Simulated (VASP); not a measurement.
# AlRu in VASP: further runs

Runs on AlRu. Level: PBE. Tasks: single point.

Everything below comes from runs of VASP 6.6.1. Logs are shortened: lines on timing, memory, paths and dates and some standing lists are left out, and cuts for length are marked.

### 1 The cell of the first run

It takes space group Pm-3m (No. 221, cubic). Conventional cell: a = 2.992 Å, b = 2.992 Å, c = 2.992 Å, α = 90.00°, β = 90.00°, γ = 90.00°. Within 3.4 Å of Ru (site symmetry m-3m) lie 8 Al at 2.59 Å and 6 Ru at 2.99 Å. Al (site symmetry m-3m) has 8 Ru at 2.59 Å and 6 Al at 2.99 Å within 3.4 Å.

### 2 Single point, PBE

INCAR

```
PREC = Accurate
ENCUT = 500
EDIFF = 1E-6
ISMEAR = -1
SIGMA = 0.05
LREAL = F
LASPH = T
NELM = 120
ALGO = Normal
ISIF = 2
LWAVE = F
LCHARG = T
GGA = PE
LELF = T
LVHAR = T
NBANDS = 16
GGA_COMPAT = F
```

KPOINTS

```
Automatic mesh
0
Gamma
  8 8 8
```

POSCAR

```
AlRu
1.0
    2.9916000000      0.0000000000      0.0000000000
    0.0000000000      2.9916000000      0.0000000000
    0.0000000000      0.0000000000      2.9916000000
Ru Al
1 1
Direct
    0.5000000000      0.5000000000      0.5000000000
    0.0000000000      0.0000000000      0.0000000000
```

Potentials or basis: VASP PAW PBE potentials, release 64 (Ru_pv, Al).

Run with:

```console
$ cat potpaw_PBE.64/Ru_pv/POTCAR potpaw_PBE.64/Al/POTCAR > POTCAR
$ mpirun -np 1 vasp_std > vasp.out
```

OUTCAR:

```text
PREC = Accurate
   ENCUT = 500
   EDIFF = 1E-6
   ISMEAR = -1
   LREAL = F
   LASPH = T
   NELM = 120
   ISIF = 2
   GGA = PE

 ion  position               nearest neighbor table
   1  0.500  0.500  0.500-   2 2.59   2 2.59   2 2.59   2 2.59   2 2.59   2 2.59   2 2.59   2 2.59

   2  0.000  0.000  0.000-   1 2.59   1 2.59   1 2.59   1 2.59   1 2.59   1 2.59   1 2.59   1 2.59

  LATTYP: Found a simple cubic cell.
 ALAT       =     2.9916000000

  Lattice vectors:

 A1 = (   2.9916000000,   0.0000000000,   0.0000000000)
 A2 = (   0.0000000000,   2.9916000000,   0.0000000000)
 A3 = (   0.0000000000,   0.0000000000,   2.9916000000)

Analysis of symmetry for initial positions (statically):
=====================================================================
 Subroutine PRICEL returns:
 Original cell was already a primitive cell.

 Routine SETGRP: Setting up the symmetry group for a
 simple cubic supercell.

 Subroutine GETGRP returns: Found 48 space group operations
 (whereof 48 operations were pure point group operations)
 out of a pool of 48 trial point group operations.

The static configuration has the point symmetry O_h .

Analysis of symmetry for dynamics (positions and initial velocities):
=====================================================================
 Subroutine PRICEL returns:
 Original cell was already a primitive cell.

 Routine SETGRP: Setting up the symmetry group for a
 simple cubic supercell.

 Subroutine GETGRP returns: Found 48 space group operations
 (whereof 48 operations were pure point group operations)
 out of a pool of 48 trial point group operations.

The dynamic configuration has the point symmetry O_h .

 Subroutine INISYM returns: Found 48 space group operations
 (whereof 48 operations are pure point group operations),
 and found     1 'primitive' translations

----------------------------------------------------------------------------------------

                                     Primitive cell

  volume of cell :      26.7738

  direct lattice vectors                    reciprocal lattice vectors
     2.991600000  0.000000000  0.000000000     0.334269287  0.000000000  0.000000000
     0.000000000  2.991600000  0.000000000     0.000000000  0.334269287  0.000000000
     0.000000000  0.000000000  2.991600000     0.000000000  0.000000000  0.334269287

  length of vectors
     2.991600000  2.991600000  2.991600000     0.334269287  0.334269287  0.334269287

  position of ions in fractional coordinates (direct lattice)
     0.500000000  0.500000000  0.500000000
     0.000000000  0.000000000  0.000000000

  ion indices of the primitive-cell ions
   primitive index   ion index
                 1           1
                 2           2

----------------------------------------------------------------------------------------

 KPOINTS: Automatic mesh

Automatic generation of k-mesh.
 Grid dimensions read from file:
 generate k-points for:    8    8    8

 Generating k-lattice:

  Cartesian coordinates                     Fractional coordinates (reciprocal lattice)
     0.041783661  0.000000000  0.000000000     0.125000000  0.000000000  0.000000000
     0.000000000  0.041783661  0.000000000     0.000000000  0.125000000  0.000000000
     0.000000000  0.000000000  0.041783661     0.000000000  0.000000000  0.125000000

  Length of vectors
     0.041783661  0.041783661  0.041783661

  Shift w.r.t. Gamma in fractional coordinates (k-lattice)
     0.000000000  0.000000000  0.000000000

 Subroutine IBZKPT returns following result:
 ===========================================

 Found     35 irreducible k-points:

 Following reciprocal coordinates:
            Coordinates               Weight
  0.000000  0.000000  0.000000      1.000000
  0.125000  0.000000  0.000000      6.000000
  0.250000  0.000000  0.000000      6.000000
  0.375000  0.000000  0.000000      6.000000
  0.500000  0.000000  0.000000      3.000000
  0.125000  0.125000  0.000000     12.000000
[... 16 lines left out ...]
  0.375000  0.375000  0.125000     24.000000
  0.500000  0.375000  0.125000     24.000000
 [... further k-points ...]
   k-points           NKPTS =     35   k-points in BZ     NKDIM =     35   number of bands    NBANDS=     16
   number of dos      NEDOS =    301   number of ions     NIONS =      2
   total plane-waves  NPLWV =  13824
   dimension x,y,z NGX =    24 NGY =   24 NGZ =   24
   dimension x,y,z NGXF=    48 NGYF=   48 NGZF=   48
   ions per type =               1   1
   NGX,Y,Z   is equivalent  to a cutoff of  13.34, 13.34, 13.34 a.u.
   NGXF,Y,Z  is equivalent  to a cutoff of  26.67, 26.67, 26.67 a.u.
 SYSTEM =  unknown system
   PREC   = accura    normal or accurate (medium, high low for compatibility)
   ISTART =      0    job   : 0-new  1-cont  2-samecut
   ICHARG =      2    charge: 1-file 2-atom 10-const
   ISPIN  =      1    spin polarized calculation?
   LNONCOLLINEAR =      F non collinear calculations
   LSORBIT =      F    spin-orbit coupling
   LASPH  =      T    aspherical Exc in radial PAW
   ENCUT  =  500.0 eV  36.75 Ry    6.06 a.u.   5.45  5.45  5.45*2*pi/ulx,y,z
   NELM   =    120;   NELMIN=  2; NELMDL= -5     # of ELM steps
   EDIFF  = 0.1E-05   stopping-criterion for ELM
   LREAL  =      F    real-space projection
   EDIFFG = 0.1E-04   stopping-criterion for IOM
   NSW    =      0    number of steps for IOM
   IBRION =     -1    ionic relax: 0-MD 1-quasi-New 2-CG
   NFREE  =      0    steps in history (QN), initial steepest desc. (CG)
   ISIF   =      2    stress and relaxation
   ISYM   =      2    0-nonsym 1-usesym 2-fastsym
   POTIM  = 0.5000    time-step for ionic-motion
   TEBEG  =    0.0;   TEEND  =   0.0 temperature during run
   PSTRESS=    0.0 pullay stress
   NELECT =      17.0000    total number of electrons
   NUPDOWN=      -1.0000    fix difference up-down
   EMIN   =  10.00;   EMAX   =-10.00  energy-range for DOS
   EFERMI =   0.00;   METHOD = LEGACY
   ISMEAR =    -1;   SIGMA  =   0.05  broadening in eV -4-tet -1-fermi 0-gaus
   EFERMI_NEDOS =   21; number of points for ismear=-14 and -15
   IALGO  =     38    algorithm
   IMIX   =      4    mixing-type and parameters
     AMIX     =   0.40;   BMIX     =  1.00
     AMIX_MAG =   1.60;   BMIX_MAG =  1.00
  volume/ion in A,a.u.               =      13.39        90.34
  Fermi-wavevector in a.u.,A,eV,Ry     =   1.407087  2.659009 26.938090  1.979894
  Thomas-Fermi vector in A             =   2.529382
   LORBIT       =      0    0 simple, 1 ext, 2 COOP (PROOUT), +10 PAW based schemes
   GGA     = PE    functional components
   LHFCALC =     F    Hartree Fock is set to
   AEXX    =    0.0000 exact exchange contribution
   IVDW    =     0    specifies the selected vdW correction
   LEPSILON=     F    determine dielectric tensor
   LRPA    =     F    only Hartree local field effects (RPA)
 non-spin polarized calculation
  energy-cutoff  :      500.00
  volume of cell :       26.77
 maximum number of plane-waves:       691
 NGX is ok and might be reduce to    24
   NGX = 11   NGY = 11   NGZ = 11

 number of electron      16.9999995 magnetization

 Free energy of the ion-electron system (eV)
  ---------------------------------------------------
  ext. energy  EPLUGINS =         0.00000000
  ---------------------------------------------------
  free energy    TOTEN  =       -14.22796634 eV

  energy without entropy =      -14.20874881  energy(sigma->0) =      -14.21835757

 E-fermi :  10.7802     XC(G=0): -12.5640

 val. band max:       10.7383544146   @ k =   0.2500   0.1250   0.0000
 cond. band min:      10.8251462900   @ k =   0.5000   0.3750   0.2500
 fundamental gap:      0.0867918754
 Fermi energy:        10.7801660944

 k-point     1 :       0.0000    0.0000    0.0000
  band No.  band energies     occupation
      1     -31.0217      2.00000
      2     -31.0217      2.00000
      3     -31.0217      2.00000
      4       1.0415      2.00000
      5       7.1620      2.00000
      6       7.1620      2.00000
[... 8 lines left out ...]
     15      22.8914      0.00000
     16      25.8268      0.00000

 k-point     2 :       0.1250    0.0000    0.0000
  band No.  band energies     occupation
      1     -31.0527      2.00000
      2     -31.0191      2.00000
      3     -31.0191      2.00000
      4       1.3397      2.00000
      5       7.2519      2.00000
      6       7.2656      2.00000
[... 8 lines left out ...]
     15      22.8928      0.00000
     16      26.8015      0.00000

 k-point     3 :       0.2500    0.0000    0.0000
  band No.  band energies     occupation
      1     -31.1271      2.00000
      2     -31.0127      2.00000
      3     -31.0127      2.00000
      4       2.1936      2.00000
      5       7.2483      2.00000
      6       7.5333      2.00000
[... 8 lines left out ...]
     15      23.5169      0.00000
     16      27.1951      0.00000

 k-point     4 :       0.3750    0.0000    0.0000
  band No.  band energies     occupation
      1     -31.2007      2.00000
      2     -31.0064      2.00000
      3     -31.0064      2.00000
      4       3.4892      2.00000
      5       6.5143      2.00000
      6       7.8310      2.00000
[... 8 lines left out ...]
     15      23.9258      0.00000
     16      24.9513      0.00000
[... 324 lines left out ...]
 k-point    22 :       0.5000    0.2500    0.1250
  band No.  band energies     occupation
      1     -31.2141      2.00000
      2     -31.1018      2.00000
      3     -31.0241      2.00000
      4       5.0738      2.00000
      5       6.3327      2.00000
      6       8.1346      2.00000
[... 8 lines left out ...]
     15      22.8939      0.00000
     16      24.5230      0.00000

 k-point    23 :       0.3750    0.3750    0.1250
  band No.  band energies     occupation
      1     -31.1770      2.00000
      2     -31.1747      2.00000
      3     -31.0202      2.00000
      4       4.7979      2.00000
      5       7.1161      2.00000
      6       8.1607      2.00000
[... 8 lines left out ...]
     15      23.7827      0.00000
     16      24.5748      0.00000

 k-point    24 :       0.5000    0.3750    0.1250
  band No.  band energies     occupation
      1     -31.2049      2.00000
      2     -31.1722      2.00000
      3     -31.0174      2.00000
      4       4.9251      2.00000
      5       7.3020      2.00000
      6       8.0624      2.00000
[... 8 lines left out ...]
     15      23.7033      0.00000
     16      24.0314      0.00000

 [... further k-points ...]
[... 5 lines left out ...]
  --------------------------------------------------------------------------------------
  -------------------------------------------------------------------------------------
  Total        0.4897533      0.4897533      0.4897533      0.0000000      0.0000000     -0.0000000
  in kB       29.3074039     29.3074039     29.3074039      0.0000000      0.0000000     -0.0000000
  external PRESSURE =      29.3074039 kB  Pullay stress =       0.0000000 kB

 VOLUME and BASIS-vectors are now :
 -----------------------------------------------------------------------------
  energy-cutoff  :      500.00
  volume of cell :       26.77
      direct lattice vectors                 reciprocal lattice vectors
     2.991600000  0.000000000  0.000000000     0.334269287  0.000000000  0.000000000
     0.000000000  2.991600000  0.000000000     0.000000000  0.334269287  0.000000000
     0.000000000  0.000000000  2.991600000     0.000000000  0.000000000  0.334269287

 POSITION                                       TOTAL-FORCE (eV/Angst)
 -----------------------------------------------------------------------------------
      1.49580      1.49580      1.49580         0.000000      0.000000      0.000000
      0.00000      0.00000      0.00000         0.000000      0.000000      0.000000
 -----------------------------------------------------------------------------------
    total drift:                                0.000000     -0.000000     -0.000000

  FREE ENERGIE OF THE ION-ELECTRON SYSTEM (eV)
  ---------------------------------------------------
  free  energy   TOTEN  =       -14.2279663408 eV

  energy  without entropy=      -14.2087488061  energy(sigma->0) =      -14.21835757
```

It took 15 s on 1 thread of Intel Xeon 8259CL, shared host; peak memory 0.14 GiB.

What came out:

- Free energy: -14.2280 eV
- Pressure: 2.9 GPa
- Band gap on the k mesh: zero (an odd number of electrons rules out a gap without spin polarisation)

### 3 Single point, PBE

INCAR

```
SYSTEM = AlRu
PREC = Accurate
ENCUT = 500
EDIFF = 1E-6
ISMEAR = -1
SIGMA = 0.05
LREAL = .False.
LASPH = .True.
NELM = 120
ALGO = Normal
ISIF = 2
LWAVE = .False.
LCHARG = .False.
GGA = PE
NBANDS = 16
GGA_COMPAT = .False.
```

KPOINTS

```
regular mesh
0
Gamma
  8 8 8
  0 0 0
```

POSCAR

```
AlRu
1.0
    2.9916000000     -0.0598320000      0.0000000000
   -0.0598320000      2.9916000000      0.0000000000
    0.0000000000      0.0000000000      2.9916000000
Ru Al
1 1
Direct
    0.5000000000      0.5000000000      0.5000000000
    0.0000000000      0.0000000000      0.0000000000
```

Potentials or basis: VASP PAW PBE potentials, release 64 (Ru_pv, Al).

Run with:

```console
$ cat potpaw_PBE.64/Ru_pv/POTCAR potpaw_PBE.64/Al/POTCAR > POTCAR
$ mpirun -np 1 vasp_std > vasp.out
```

OUTCAR:

```text
SYSTEM = AlRu
   PREC = Accurate
   ENCUT = 500
   EDIFF = 1E-6
   ISMEAR = -1
   LREAL = .False.
   LASPH = .True.
   NELM = 120
   ISIF = 2
   GGA = PE

 ion  position               nearest neighbor table
   1  0.500  0.500  0.500-   2 2.56   2 2.56   2 2.56   2 2.56   2 2.63   2 2.63   2 2.63   2 2.63

   2  0.000  0.000  0.000-   1 2.56   1 2.56   1 2.56   1 2.56   1 2.63   1 2.63   1 2.63   1 2.63

  LATTYP: Found a base centered orthorhombic cell.
 ALAT       =     4.1461460673
 B/A-ratio  =     1.0408163265
 C/A-ratio  =     0.7215375318
[... 629 lines left out ...]
      3     -31.0043      2.00000
      4       2.4655      2.00000
      5       7.3555      2.00000
      6       7.6498      2.00000
[... 8 lines left out ...]
     15      24.4996      0.00000
     16      26.0490      0.00000

 [... further k-points ...]
[... 5 lines left out ...]
  --------------------------------------------------------------------------------------
  -------------------------------------------------------------------------------------
  Total        0.5429531      0.5429531      0.5428957      0.8600980      0.0000000      0.0000000
  in kB       32.5039459     32.5039459     32.5005090     51.4898596      0.0000000      0.0000000
  external PRESSURE =      32.5028002 kB  Pullay stress =       0.0000000 kB

 VOLUME and BASIS-vectors are now :
 -----------------------------------------------------------------------------
  energy-cutoff  :      500.00
  volume of cell :       26.76
      direct lattice vectors                 reciprocal lattice vectors
     2.991600000 -0.059832000  0.000000000     0.334403049  0.006688061  0.000000000
    -0.059832000  2.991600000  0.000000000     0.006688061  0.334403049  0.000000000
     0.000000000  0.000000000  2.991600000     0.000000000  0.000000000  0.334269287

 POSITION                                       TOTAL-FORCE (eV/Angst)
 -----------------------------------------------------------------------------------
      1.46588      1.46588      1.49580         0.000000      0.000000      0.000000
      0.00000      0.00000      0.00000        -0.000000      0.000000      0.000000
 -----------------------------------------------------------------------------------
    total drift:                                0.000000     -0.000000     -0.000000

  FREE ENERGIE OF THE ION-ELECTRON SYSTEM (eV)
  ---------------------------------------------------
  free  energy   TOTEN  =       -14.2104635166 eV

  energy  without entropy=      -14.1912368252  energy(sigma->0) =      -14.20085017
```

stdout:

```text
POSCAR found type information on POSCAR RuAl
 POSCAR found :  2 types and       2 ions
 scaLAPACK will be used
 LDA part: xc-table for (Slater+PW92), standard interpolation
 POSCAR, INCAR and KPOINTS ok, starting setup
 FFT: planning ... GRIDC
 FFT: planning ... GRID_SOFT
 FFT: planning ... GRID
 WAVECAR not read
 entering main loop
```

Run time: 49 s. Hardware: 1 thread of Intel Xeon 8259CL, shared host; peak memory 0.17 GiB.

Results:

```yaml
Free_energy: -14.2105 eV
Pressure: 3.3 GPa
Band_gap_on_the_k_mesh: zero (an odd number of electrons rules out a gap without spin polarisation)
```

Stress tensor (GPa, compression positive):
```
3.25 5.15 0.00
5.15 3.25 0.00
0.00 0.00 3.25
```

Levels at points of the mesh, in eV from the Fermi level:
```csv
k point,band 7,band 8,band 9,band 10,band 11,band 12
"(0.00, 0.00, 0.00)",0.04,0.12,0.23,6.00,6.02,6.07
"(0.50, 0.00, 0.00)",-1.65,-1.62,0.39,2.26,7.37,10.93
"(0.50, 0.50, 0.00)",-1.23,-1.19,-1.13,1.49,5.19,6.30
"(0.00, 0.00, 0.50)",-1.79,-1.50,0.38,2.25,7.40,10.87
"(0.50, 0.00, 0.50)",-1.42,-1.22,-1.20,1.50,5.27,6.20
"(0.50, 0.50, 0.50)",1.58,1.59,2.45,3.77,4.15,4.42
```

Caveat: the cell stands under pressure.

(Continued in part 2 of 2.)
